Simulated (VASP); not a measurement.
Sn:

```
Sn
1.0
    -1.69129    1.73930    2.29061
     1.69129   -1.73930    2.29061
     1.69129    1.73930   -2.29061
Sn
1
Direct
  0.00000 0.00000 0.00000
```

Base run:

* Program: VASP 6.6.1
* Functional: LDA
* Potentials or basis: VASP PAW LDA potentials, release 64 (Sn_d)
* Cutoff: 520 eV
* k mesh: 11 × 11 × 11
* Occupations: fermi-dirac, width 0.05 eV
* Spin: no spin polarisation

Its results: band gap on the k mesh zero (band 7 reaches 15.37 eV, above the bottom of band 8 at 6.07 eV); pressure -2.1 GPa.

The run is repeated on the same cell with these changes: functional from LDA to PBEsol; potentials or basis from VASP PAW LDA potentials, release 64 (Sn_d) to VASP PAW PBE potentials, release 64 (Sn_d). What comes out?

Band gap on the k mesh zero (band 7 reaches 15.58 eV, above the bottom of band 8 at 6.15 eV); pressure -0.8 GPa.

Caveats: spin-orbit coupling is left out, which moves the levels of the heavy elements; the PAW data sets were made with another functional, which shifts forces and pressure a little (some runs).
